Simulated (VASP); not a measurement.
Input of a VASP 6.6.1 run:

The input INCAR:

```
SYSTEM = Bi
PREC     = Accurate       ! precision mode
ENCUT    = 520            ! plane-wave cutoff, eV
EDIFF    = 1E-7           ! SCF threshold, eV
ISMEAR   = -1             ! smearing method
SIGMA    = 0.05           ! smearing width, eV
LREAL    = .FALSE.        ! projectors in reciprocal space
LASPH    = .TRUE.         ! aspherical terms in the spheres
NELM     = 80             ! most SCF steps
ALGO     = Fast           ! electronic algorithm
ISIF     = 2              ! what is computed and relaxed
LWAVE    = .FALSE.        ! write WAVECAR
LCHARG   = .TRUE.         ! write CHGCAR
GGA      = PS             ! functional
IVDW     = 12             ! dispersion correction
LELF     = .TRUE.         ! ELF
LVHAR    = .TRUE.       
NBANDS   = 14             ! bands
```

The input KPOINTS:

```
regular mesh
0
G
  9 9 9
  0 0 0
```

Contents of POSCAR:

```
Bi
1.0
   -1.9284978016      1.9284978016      1.9284978016
    1.9284978016     -1.9284978016      1.9284978016
    1.9284978016      1.9284978016     -1.9284978016
Bi
1
Direct
    0.0000000000      0.0000000000      0.0000000000
```

Potentials or basis: VASP PAW PBE potentials, release 64 (Bi_d).

Launch:

```bash
$ cat potpaw_PBE.64/Bi_d/POTCAR > POTCAR
$ mpirun -np 1 vasp_std > vasp.out
```

(1) Estimate the dispersion energy per atom.

(2) Predict the pressure.

## Answers

(1) -0.570 eV.

(2) -0.4 GPa.

Caveat: three body term missing; the PAW data sets were made with another functional, which shifts forces and pressure a little; pairwise dispersion overbinds metals, which lowers pressure and volume.
